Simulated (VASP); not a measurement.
# TaN (Fm-3m) in VASP: a series of runs

TaN is run at these levels: PBE; tasks: single point.

Program: VASP 6.6.1. These are calculated values, not measurements. Logs are shortened: lines on timing, memory, paths and dates and some standing lists are left out, and cuts for length are marked.

### 1 The cell of the first run

Symmetry: Fm-3m, No. 225, cubic system. The conventional cell has a = 4.358 Å, b = 4.358 Å, c = 4.358 Å, α = 90.00°, β = 90.00°, γ = 90.00°. Within 2.9 Å of Ta (site symmetry m-3m) lie 6 N at 2.18 Å. Within 2.9 Å of N (site symmetry m-3m) lie 6 Ta at 2.18 Å.

### 2 Single point, PBE

Input file INCAR:

```
SYSTEM = TaN
PREC = Accurate ; ENCUT = 520
EDIFF = 1E-7 ; ISMEAR = -1
SIGMA = 0.1 ; LREAL = .FALSE.
LASPH = .TRUE. ; NELM = 60
ALGO = Normal ; ISIF = 2
LWAVE = .FALSE. ; LCHARG = .FALSE.
GGA = PE ; NBANDS = 15
```

Input file KPOINTS:

```
regular mesh
0
G
  11 11 11
  0 0 0
```

Input file POSCAR:

```
TaN
1.0
    0.0000000000      2.1790000000      2.1790000000
    2.1790000000      0.0000000000      2.1790000000
    2.1790000000      2.1790000000      0.0000000000
Ta N
1 1
Direct
    0.5000000000      0.5000000000      0.5000000000
    0.0000000000      0.0000000000      0.0000000000
```

Potentials or basis: VASP PAW PBE potentials, release 64 (Ta_pv, N).

Launch:

```
$ cat potpaw_PBE.64/Ta_pv/POTCAR potpaw_PBE.64/N/POTCAR > POTCAR
$ mpirun -np 1 vasp_std > vasp.out
```

OUTCAR:

```text
SYSTEM = TaN
   PREC = Accurate
   ENCUT = 520
   EDIFF = 1E-7
   ISMEAR = -1
   LREAL = .FALSE.
   LASPH = .TRUE.
   NELM = 60
   ISIF = 2
   GGA = PE

 ion  position               nearest neighbor table
   1  0.500  0.500  0.500-   2 2.18   2 2.18   2 2.18   2 2.18   2 2.18   2 2.18
   2  0.000  0.000  0.000-   1 2.18   1 2.18   1 2.18   1 2.18   1 2.18   1 2.18

  LATTYP: Found a face centered cubic cell.
 ALAT       =     4.3580000000

  Lattice vectors:

 A1 = (   0.0000000000,   2.1790000000,   2.1790000000)
 A2 = (   2.1790000000,   0.0000000000,   2.1790000000)
 A3 = (   2.1790000000,   2.1790000000,   0.0000000000)

Analysis of symmetry for initial positions (statically):
=====================================================================
 Subroutine PRICEL returns:
 Original cell was already a primitive cell.

 Routine SETGRP: Setting up the symmetry group for a
 face centered cubic supercell.

 Subroutine GETGRP returns: Found 48 space group operations
 (whereof 48 operations were pure point group operations)
 out of a pool of 48 trial point group operations.

The static configuration has the point symmetry O_h .

Analysis of symmetry for dynamics (positions and initial velocities):
=====================================================================
 Subroutine PRICEL returns:
 Original cell was already a primitive cell.

 Routine SETGRP: Setting up the symmetry group for a
 face centered cubic supercell.

 Subroutine GETGRP returns: Found 48 space group operations
 (whereof 48 operations were pure point group operations)
 out of a pool of 48 trial point group operations.

The dynamic configuration has the point symmetry O_h .

 Subroutine INISYM returns: Found 48 space group operations
 (whereof 48 operations are pure point group operations),
 and found     1 'primitive' translations

----------------------------------------------------------------------------------------

                                     Primitive cell

  volume of cell :      20.6920

  direct lattice vectors                    reciprocal lattice vectors
     0.000000000  2.179000000  2.179000000    -0.229463056  0.229463056  0.229463056
     2.179000000  0.000000000  2.179000000     0.229463056 -0.229463056  0.229463056
     2.179000000  2.179000000  0.000000000     0.229463056  0.229463056 -0.229463056

  length of vectors
     3.081571352  3.081571352  3.081571352     0.397441672  0.397441672  0.397441672

  position of ions in fractional coordinates (direct lattice)
     0.500000000  0.500000000  0.500000000
     0.000000000  0.000000000  0.000000000

  ion indices of the primitive-cell ions
   primitive index   ion index
                 1           1
                 2           2

----------------------------------------------------------------------------------------

 KPOINTS: regular mesh

Automatic generation of k-mesh.
 Grid dimensions read from file:
 generate k-points for:   11   11   11

 Generating k-lattice:

  Cartesian coordinates                     Fractional coordinates (reciprocal lattice)
    -0.020860278  0.020860278  0.020860278     0.090909091  0.000000000  0.000000000
     0.020860278 -0.020860278  0.020860278     0.000000000  0.090909091  0.000000000
     0.020860278  0.020860278 -0.020860278     0.000000000  0.000000000  0.090909091

  Length of vectors
     0.036131061  0.036131061  0.036131061

  Shift w.r.t. Gamma in fractional coordinates (k-lattice)
     0.000000000  0.000000000  0.000000000

 Subroutine IBZKPT returns following result:
 ===========================================

 Found     56 irreducible k-points:

 Following reciprocal coordinates:
            Coordinates               Weight
  0.000000  0.000000  0.000000      1.000000
  0.090909  0.000000  0.000000      8.000000
  0.181818  0.000000  0.000000      8.000000
  0.272727  0.000000  0.000000      8.000000
  0.363636  0.000000  0.000000      8.000000
  0.454545  0.000000  0.000000      8.000000
[... 16 lines left out ...]
 -0.272727  0.181818  0.000000     24.000000
 -0.181818  0.181818  0.000000     12.000000
 [... further k-points ...]
   k-points           NKPTS =     56   k-points in BZ     NKDIM =     56   number of bands    NBANDS=     15
   number of dos      NEDOS =    301   number of ions     NIONS =      2
   total plane-waves  NPLWV =  13824
   dimension x,y,z NGX =    24 NGY =   24 NGZ =   24
   dimension x,y,z NGXF=    48 NGYF=   48 NGZF=   48
   ions per type =               1   1
   NGX,Y,Z   is equivalent  to a cutoff of  12.95, 12.95, 12.95 a.u.
   NGXF,Y,Z  is equivalent  to a cutoff of  25.90, 25.90, 25.90 a.u.
 SYSTEM =  TaN
   PREC   = accura    normal or accurate (medium, high low for compatibility)
   ISTART =      0    job   : 0-new  1-cont  2-samecut
   ICHARG =      2    charge: 1-file 2-atom 10-const
   ISPIN  =      1    spin polarized calculation?
   LNONCOLLINEAR =      F non collinear calculations
   LSORBIT =      F    spin-orbit coupling
   LASPH  =      T    aspherical Exc in radial PAW
   ENCUT  =  520.0 eV  38.22 Ry    6.18 a.u.   5.73  5.73  5.73*2*pi/ulx,y,z
   NELM   =     60;   NELMIN=  2; NELMDL= -5     # of ELM steps
   EDIFF  = 0.1E-06   stopping-criterion for ELM
   LREAL  =      F    real-space projection
   EDIFFG = 0.1E-05   stopping-criterion for IOM
   NSW    =      0    number of steps for IOM
   IBRION =     -1    ionic relax: 0-MD 1-quasi-New 2-CG
   NFREE  =      0    steps in history (QN), initial steepest desc. (CG)
   ISIF   =      2    stress and relaxation
   ISYM   =      2    0-nonsym 1-usesym 2-fastsym
   POTIM  = 0.5000    time-step for ionic-motion
   TEBEG  =    0.0;   TEEND  =   0.0 temperature during run
   PSTRESS=    0.0 pullay stress
   NELECT =      16.0000    total number of electrons
   NUPDOWN=      -1.0000    fix difference up-down
   EMIN   =  10.00;   EMAX   =-10.00  energy-range for DOS
   EFERMI =   0.00;   METHOD = LEGACY
   ISMEAR =    -1;   SIGMA  =   0.10  broadening in eV -4-tet -1-fermi 0-gaus
   EFERMI_NEDOS =   21; number of points for ismear=-14 and -15
   IALGO  =     38    algorithm
   IMIX   =      4    mixing-type and parameters
     AMIX     =   0.40;   BMIX     =  1.00
     AMIX_MAG =   1.60;   BMIX_MAG =  1.00
  volume/ion in A,a.u.               =      10.35        69.82
  Fermi-wavevector in a.u.,A,eV,Ry     =   1.502615  2.839530 30.719922  2.257851
  Thomas-Fermi vector in A             =   2.613832
   LORBIT       =      0    0 simple, 1 ext, 2 COOP (PROOUT), +10 PAW based schemes
   GGA     = PE    functional components
   LHFCALC =     F    Hartree Fock is set to
   AEXX    =    0.0000 exact exchange contribution
   IVDW    =     0    specifies the selected vdW correction
   LEPSILON=     F    determine dielectric tensor
   LRPA    =     F    only Hartree local field effects (RPA)
 non-spin polarized calculation
  energy-cutoff  :      520.00
  volume of cell :       20.69
 maximum number of plane-waves:       568
   NGX = 11   NGY = 11   NGZ = 11

 number of electron      16.0000000 magnetization

 Free energy of the ion-electron system (eV)
  ---------------------------------------------------
  ext. energy  EPLUGINS =         0.00000000
  ---------------------------------------------------
  free energy    TOTEN  =       -21.79054546 eV

  energy without entropy =      -21.76274827  energy(sigma->0) =      -21.77664686

 E-fermi :   9.8824     XC(G=0): -13.5893

 val. band max:        9.8094321554   @ k =  -0.3636   0.2727   0.0909
 cond. band min:       9.9309603506   @ k =   0.0000   0.0000   0.0000
 fundamental gap:      0.1215281953
 Fermi energy:         9.8824121018

 k-point     1 :       0.0000    0.0000    0.0000
  band No.  band energies     occupation
      1     -25.8628      2.00000
      2     -25.8628      2.00000
      3     -25.8628      2.00000
      4      -9.2316      2.00000
      5       5.9529      2.00000
      6       5.9529      2.00000
      7       5.9529      2.00000
      8       7.6774      2.00000
      9       7.6774      2.00000
     10       7.6774      2.00000
     11       9.9310      0.76192
     12       9.9310      0.76191
     13      11.6161      0.00000
     14      19.2741      0.00000
     15      22.2881      0.00000

 k-point     2 :       0.0909    0.0000    0.0000
  band No.  band energies     occupation
      1     -25.9443      2.00000
      2     -25.8701      2.00000
      3     -25.8701      2.00000
      4      -9.0214      2.00000
      5       4.9840      2.00000
      6       5.2880      2.00000
      7       5.2880      2.00000
      8       7.9930      2.00000
      9       7.9930      2.00000
     10       8.0772      2.00000
     11      10.7373      0.00039
     12      10.7373      0.00039
     13      12.2005      0.00000
     14      19.9084      0.00000
     15      22.2878      0.00000

 k-point     3 :       0.1818    0.0000    0.0000
  band No.  band energies     occupation
      1     -26.1564      2.00000
      2     -25.8894      2.00000
      3     -25.8894      2.00000
      4      -8.4397      2.00000
      5       3.3055      2.00000
      6       4.1652      2.00000
      7       4.1652      2.00000
      8       8.5861      2.00000
      9       8.7097      1.99998
     10       8.7097      1.99998
     11      12.4589      0.00000
     12      12.4589      0.00000
     13      13.4934      0.00000
     14      21.4786      0.00000
     15      22.2874      0.00000
[... 343 lines left out ...]
 k-point    23 :      -0.2727    0.1818    0.0000
  band No.  band energies     occupation
      1     -26.5416      2.00000
      2     -26.1363      2.00000
      3     -25.9340      2.00000
      4      -6.9393      2.00000
      5       0.6018      2.00000
      6       2.4635      2.00000
      7       3.1458      2.00000
      8      10.0033      0.45973
      9      10.0542      0.30436
     10      11.9387      0.00000
     11      13.0329      0.00000
     12      16.5578      0.00000
     13      17.3270      0.00000
     14      21.8764      0.00000
     15      22.3356      0.00000

 k-point    24 :      -0.1818    0.1818    0.0000
  band No.  band energies     occupation
      1     -26.3919      2.00000
      2     -26.0636      2.00000
      3     -25.9001      2.00000
      4      -7.5042      2.00000
      5       1.4147      2.00000
      6       2.8344      2.00000
      7       3.6551      2.00000
      8       9.1355      1.99886
      9       9.5285      1.94357
     10      11.3150      0.00000
     11      11.8641      0.00000
     12      15.6973      0.00000
     13      15.9879      0.00000
     14      22.2774      0.00000
     15      23.3903      0.00000

 [... further k-points ...]

------------------------ aborting loop because EDIFF is reached ----------------------------------------

  FORCE on cell =-STRESS in cart. coord.  units (eV):
  Direction    XX          YY          ZZ          XY          YZ          ZX
  --------------------------------------------------------------------------------------
  -------------------------------------------------------------------------------------
  Total        2.0292720      2.0292720      2.0292720      0.0000000     -0.0000000     -0.0000000
  in kB      157.1264013    157.1264013    157.1264013      0.0000000     -0.0000000     -0.0000000
  external PRESSURE =     157.1264013 kB  Pullay stress =       0.0000000 kB

 VOLUME and BASIS-vectors are now :
 -----------------------------------------------------------------------------
  energy-cutoff  :      520.00
  volume of cell :       20.69
      direct lattice vectors                 reciprocal lattice vectors
     0.000000000  2.179000000  2.179000000    -0.229463056  0.229463056  0.229463056
     2.179000000  0.000000000  2.179000000     0.229463056 -0.229463056  0.229463056
     2.179000000  2.179000000  0.000000000     0.229463056  0.229463056 -0.229463056

 POSITION                                       TOTAL-FORCE (eV/Angst)
 -----------------------------------------------------------------------------------
      2.17900      2.17900      2.17900        -0.000000     -0.000000     -0.000000
      0.00000      0.00000      0.00000         0.000000      0.000000      0.000000
 -----------------------------------------------------------------------------------
    total drift:                                0.000000     -0.000000     -0.000000

  FREE ENERGIE OF THE ION-ELECTRON SYSTEM (eV)
  ---------------------------------------------------
  free  energy   TOTEN  =       -21.7905454639 eV

  energy  without entropy=      -21.7627482657  energy(sigma->0) =      -21.77664686
```

Run time: 6.5 s. Hardware: 1 thread of Intel Xeon 6975P-C (Granite Rapids), shared host; peak memory 0.14 GiB.

What came out:

```
Free energy            : -21.7905 eV
Pressure               : 15.7 GPa
Band gap on the k mesh : zero (band 8 reaches 11.61 eV, above the bottom of band 9 at 7.68 eV)
```

Caveat: spin-orbit coupling is left out, which moves the levels of the heavy elements.

### 3 Single point, PBE

Input file INCAR:

```
PREC = Accurate
ENCUT = 520
EDIFF = 1E-6
ISMEAR = -1
SIGMA = 0.1
LREAL = F
LASPH = T
NELM = 80
ALGO = Normal
ISIF = 2
LWAVE = F
LCHARG = T
GGA = PE
LELF = T
LVHAR = T
NBANDS = 15
```

Input file KPOINTS:

```
regular mesh
0
Gamma
  11 11 11
```

POSCAR is that of step 2.

Potentials or basis: VASP PAW PBE potentials, release 64 (Ta_pv, N).

Launch:

```
$ cat potpaw_PBE.64/Ta_pv/POTCAR potpaw_PBE.64/N/POTCAR > POTCAR
$ mpirun -np 1 vasp_std > vasp.out
```

Run time: 5.6 s. Hardware: 1 thread of Intel Xeon 6975P-C (Granite Rapids), shared host; peak memory 0.15 GiB.

It converged, with:

```yaml
Free_energy: -21.7905 eV
Pressure: 15.7 GPa
Band_gap_on_the_k_mesh: zero (band 8 reaches 11.61 eV, above the bottom of band 9 at 7.68 eV)
```

Levels at points of the mesh, in eV from the Fermi level:
```tsv
k point	band 4	band 5	band 6	band 7	band 8	band 9	band 10	band 11	band 12	band 13
(0.00, 0.00, 0.00)	-19.11	-3.93	-3.93	-3.93	-2.20	-2.20	-2.20	0.05	0.05	1.73
```

Caveat: spin-orbit coupling is left out, which moves the levels of the heavy elements.
